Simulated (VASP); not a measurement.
Wanted: the native input for a VASP 6.6.1 run.

```yaml
Task: single point
Functional: PBE
Potentials_or_basis: VASP PAW PBE potentials, release 64 (Si, Ge_d)
Cutoff: 520 eV
k_mesh: 6 × 6 × 6
Occupations: gaussian, width 0.2 eV
Spin: no spin polarisation
Dipole_correction: no
Further_INCAR_settings: ALGO = Normal; EDIFF = 1e-06; NBANDS = 61
```

The structure of Si2Ge3 lies in POSCAR:

```
Si2Ge3
1.0
    3.9808829911      0.0000000000      0.0000000000
    0.0000000000     -3.9837823047      0.0000000000
   -1.9904414955      1.9918911524    -14.1005219039
Si Ge
4 6
Direct
    0.5710211961      0.3210211961      0.1420423922
    0.9762542388      0.7262542388      0.9525084776
    0.4289788039      0.6789788039      0.8579576078
    0.0237457612      0.2737457612      0.0474915224
    0.1723764935      0.9223764935      0.3447529869
    0.2240948883      0.4740948883      0.4481897767
    0.6204515951      0.8704515951      0.2409031902
    0.3795484049      0.1295484049      0.7590968098
    0.8276235065      0.0776235065      0.6552470131
    0.7759051117      0.5259051117      0.5518102233
```

One way to write it, as run:

INCAR

```
PREC     = Accurate       # precision mode
ENCUT    = 520            # plane-wave cutoff, eV
EDIFF    = 1E-6           # SCF threshold, eV
ISMEAR   = 0              # smearing method
SIGMA    = 0.2            # smearing width, eV
LREAL    = False          # projectors in reciprocal space
LASPH    = True           # aspherical terms in the spheres
NELM     = 100            # most SCF steps
ALGO     = Normal         # electronic algorithm
ISIF     = 2              # what is computed and relaxed
LWAVE    = False          # write WAVECAR
LCHARG   = False          # write CHGCAR
GGA      = PE             # functional
NBANDS   = 61             # bands
```

KPOINTS

```
regular mesh
0
Gamma
  6 6 6
```

Potentials or basis: VASP PAW PBE potentials, release 64 (Si, Ge_d).

Launch:

```console
$ cat potpaw_PBE.64/Si/POTCAR potpaw_PBE.64/Ge_d/POTCAR > POTCAR
$ mpirun -np 1 vasp_std > vasp.out
```

Results of the run:

| Quantity | Value |
| --- | --- |
| Pressure | -0.1 GPa |
| Largest force | 0.007 eV/Å |
| Band gap on the k mesh | 0.30 eV |

Wall time 7.2 min on 1 thread of Intel(R) Xeon(R) Platinum 8488C (Sapphire Rapids), with other jobs on the host, peak memory 0.59 GiB.
